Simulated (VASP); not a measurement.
# TiN (Fm-3m) in VASP: notebook, part 2 of 2

VASP 6.6.1. Earlier steps stand in the parts before.

## 3. Single point, PBEsol (volume scaled by 0.99)

INCAR

```
SYSTEM = TiN
ALGO = Normal
EDIFF = 1E-6
ENCUT = 600
GGA = PS
GGA_COMPAT = .False.
ISIF = 2
ISMEAR = -1
LASPH = .True.
LCHARG = .False.
LREAL = .False.
LWAVE = .False.
NBANDS = 16
NELM = 120
PREC = Accurate
SIGMA = 0.05
```

KPOINTS

```
k-points
0
Gamma
  13 13 13
  0 0 0
```

POSCAR

```
TiN
1.0
    0.0000000000      2.1149029570      2.1149029570
    2.1149029570      0.0000000000      2.1149029570
    2.1149029570      2.1149029570      0.0000000000
Ti N
1 1
Direct
    0.0000000000      0.0000000000      0.0000000000
    0.5000000000      0.5000000000      0.5000000000
```

Potentials or basis: VASP PAW PBE potentials, release 64 (Ti_sv, N).

Launch:

```console
> cat potpaw_PBE.64/Ti_sv/POTCAR potpaw_PBE.64/N/POTCAR > POTCAR
> mpirun -np 1 vasp_std > vasp.out
```

OUTCAR:

```text
SYSTEM = TiN
   EDIFF = 1E-6
   ENCUT = 600
   GGA = PS
   ISIF = 2
   ISMEAR = -1
   LASPH = .True.
   LREAL = .False.
   NELM = 120
   PREC = Accurate

 ion  position               nearest neighbor table
   1  0.000  0.000  0.000-   2 2.11   2 2.11   2 2.11   2 2.11   2 2.11   2 2.11
   2  0.500  0.500  0.500-   1 2.11   1 2.11   1 2.11   1 2.11   1 2.11   1 2.11

  LATTYP: Found a face centered cubic cell.
 ALAT       =     4.2298059140

  Lattice vectors:

[... 643 lines left out ...]

  FORCE on cell =-STRESS in cart. coord.  units (eV):
  Direction    XX          YY          ZZ          XY          YZ          ZX
  --------------------------------------------------------------------------------------
  -------------------------------------------------------------------------------------
  Total       -0.5914198     -0.5914198     -0.5914198      0.0000000      0.0000000     -0.0000000
  in kB      -50.0847049    -50.0847049    -50.0847049      0.0000000      0.0000000     -0.0000000
  external PRESSURE =     -50.0847049 kB  Pullay stress =       0.0000000 kB

 VOLUME and BASIS-vectors are now :
 -----------------------------------------------------------------------------
  energy-cutoff  :      600.00
  volume of cell :       18.92
      direct lattice vectors                 reciprocal lattice vectors
     0.000000000  2.114902957  2.114902957    -0.236417467  0.236417467  0.236417467
     2.114902957  0.000000000  2.114902957     0.236417467 -0.236417467  0.236417467
     2.114902957  2.114902957  0.000000000     0.236417467  0.236417467 -0.236417467

 POSITION                                       TOTAL-FORCE (eV/Angst)
 -----------------------------------------------------------------------------------
      0.00000      0.00000      0.00000        -0.000000     -0.000000      0.000000
      2.11490      2.11490      2.11490         0.000000      0.000000     -0.000000
 -----------------------------------------------------------------------------------
    total drift:                                0.000000     -0.000000     -0.000000

  FREE ENERGIE OF THE ION-ELECTRON SYSTEM (eV)
  ---------------------------------------------------
  free  energy   TOTEN  =       -20.7826356391 eV

  energy  without entropy=      -20.7758625119  energy(sigma->0) =      -20.77924908
```

OSZICAR:

```text
N       E                     dE             d eps       ncg     rms          rms(c)
DAV:   1     0.145260681819E+03    0.14526E+03   -0.90829E+03  2696   0.140E+03
DAV:   2    -0.165898783435E+02   -0.16185E+03   -0.15221E+03  2928   0.374E+02
DAV:   3    -0.255322990890E+02   -0.89424E+01   -0.87964E+01  3568   0.909E+01
DAV:   4    -0.257437782058E+02   -0.21148E+00   -0.21129E+00  3248   0.130E+01
DAV:   5    -0.257483058013E+02   -0.45276E-02   -0.45275E-02  3288   0.175E+00    0.185E+01
DAV:   6    -0.211607316222E+02    0.45876E+01   -0.12305E+01  3536   0.538E+01    0.682E+00
DAV:   7    -0.208294878074E+02    0.33124E+00   -0.15225E+00  3160   0.155E+01    0.506E+00
DAV:   8    -0.210573089969E+02   -0.22782E+00   -0.11437E+00  3552   0.156E+01    0.658E+00
DAV:   9    -0.207916065435E+02    0.26570E+00   -0.38169E-01  3000   0.959E+00    0.147E+00
DAV:  10    -0.207856226208E+02    0.59839E-02   -0.40675E-02  3296   0.229E+00    0.395E-01
DAV:  11    -0.207827231338E+02    0.28995E-02   -0.51722E-03  3416   0.723E-01    0.174E-01
DAV:  12    -0.207827015253E+02    0.21609E-04   -0.44115E-04  3024   0.207E-01    0.959E-02
DAV:  13    -0.207826477869E+02    0.53738E-04   -0.24897E-04  3192   0.249E-01    0.235E-02
DAV:  14    -0.207826359219E+02    0.11865E-04   -0.18161E-05  3528   0.580E-02    0.641E-03
DAV:  15    -0.207826356391E+02    0.28275E-06   -0.24911E-06  3184   0.154E-02
   1 F= -.20782636E+02 E0= -.20779249E+02  d E =-.677313E-02
```

stdout:

```text
POSCAR found type information on POSCAR TiN
 POSCAR found :  2 types and       2 ions
 scaLAPACK will be used
 -----------------------------------------------------------------------------
|                                                                             |
|                                                                             |
|     You enforced a specific xc type in the INCAR file but a different       |
|     I HOPE YOU KNOW WHAT YOU ARE DOING!                                     |
|                                                                             |
 -----------------------------------------------------------------------------

 LDA part: xc-table for (Slater+PW92), standard interpolation
 POSCAR, INCAR and KPOINTS ok, starting setup
 FFT: planning ... GRIDC
 FFT: planning ... GRID_SOFT
 FFT: planning ... GRID
 WAVECAR not read
 entering main loop
```

Run time: 44 s. Hardware: 1 thread of Intel Xeon 8259CL, shared host; peak memory 0.16 GiB.

Results:

```
Free energy : -20.7826 eV
Pressure    : -5.0 GPa
```

Levels at points of the mesh, in eV from the Fermi level:
| k point | band 6 | band 7 | band 8 | band 9 | band 10 | band 11 | band 12 | band 13 |
| --- | --- | --- | --- | --- | --- | --- | --- | --- |
| (0.00, 0.00, 0.00) | -2.06 | -2.06 | -2.06 | -0.67 | -0.67 | -0.67 | 0.55 | 0.55 |

Caveat: the PAW data sets were made with another functional, which shifts forces and pressure a little.
